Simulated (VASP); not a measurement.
Set up this calculation in VASP 6.6.1, as the native input.

```
Task                   : single point
Functional             : PBE
Potentials or basis    : VASP PAW PBE potentials, release 64 (Pb_d, Te)
Cutoff                 : 400 eV
k mesh                 : 6 × 6 × 1
Occupations            : gaussian, width 0.05 eV
Spin                   : non-collinear spin, zero start, spin-orbit coupling
Starting moments       : [[0.0, 0.0, 0.0], [0.0, 0.0, 0.0], [0.0, 0.0, 0.0], [0.0, 0.0, 0.0], [0.0, 0.0, 0.0], [0.0, 0.0, 0.0], [0.0, 0.0, 0.0], [0.0, 0.0, 0.0]] μB
Dipole correction      : yes
Further INCAR settings : ALGO = Normal; EDIFF = 1e-06; NBANDS = 98; NELMDL = -8
```

The structure of TePb lies in POSCAR:

```
TePb
1.0
    4.6453450440      0.0000000000      0.0000000000
    0.0000000000      4.6453450440      0.0000000000
    0.0000000000      0.0000000000     24.8542649447
Pb Te
4 4
Direct
    0.0000000000      0.0000000000      0.3101451593
    0.5000000000      0.5000000000      0.4241984115
    0.0000000000      0.0000000000      0.5757966311
    0.5000000000      0.5000000000      0.6898546126
    0.5000000000      0.5000000000      0.2993010856
    0.0000000000      0.0000000000      0.4336966799
    0.5000000000      0.5000000000      0.5663078553
    0.0000000000      0.0000000000      0.7006995647
```

One way to write it, as run:

INCAR

```
ALGO     = Normal         # electronic algorithm
DIPOL    = 0.5 0.5 0.500
EDIFF    = 1E-6           # SCF threshold, eV
ENCUT    = 400            # plane-wave cutoff, eV
GGA      = PE             # functional
GGA_COMPAT= False        
IDIPOL   = 3            
ISIF     = 2              # what is computed and relaxed
ISMEAR   = 0              # smearing method
KPAR     = 4            
LASPH    = True           # aspherical terms in the spheres
LCHARG   = False          # write CHGCAR
LDIPOL   = True         
LORBIT   = 11             # projections on sites
LORBMOM  = True         
LREAL    = False          # projectors in reciprocal space
LSORBIT  = True           # spin-orbit coupling
LWAVE    = False          # write WAVECAR
MAGMOM   = 0 0 0 0 0 0 0 0 0 0 0 0 0 0 0 0 0 0 0 0 0 0 0 0 # initial moments
NBANDS   = 98             # bands
NELM     = 200            # most SCF steps
NELMDL   = -8           
PREC     = Accurate       # precision mode
SIGMA    = 0.05           # smearing width, eV
```

KPOINTS

```
k-points
0
Gamma
  6 6 1
```

Potentials or basis: VASP PAW PBE potentials, release 64 (Pb_d, Te).

The run is started by

```bash
$ cat potpaw_PBE.64/Pb_d/POTCAR potpaw_PBE.64/Te/POTCAR > POTCAR
$ mpirun -np 4 vasp_ncl > vasp.out
```

It gave:

```yaml
Largest_force: 0.030 eV/Å
Net_moment: 0.00 μB per cell
Valence_electrons_inside_the_program's_atomic_spheres: Pb 11.87; Te 3.37
```

Run time: 10 min on 4 MPI ranks on Intel(R) Xeon(R) Platinum 8259CL CPU @ 2.50GHz (Skylake/Cascade Lake), on a shared host, peak memory 1.3 GiB a rank.
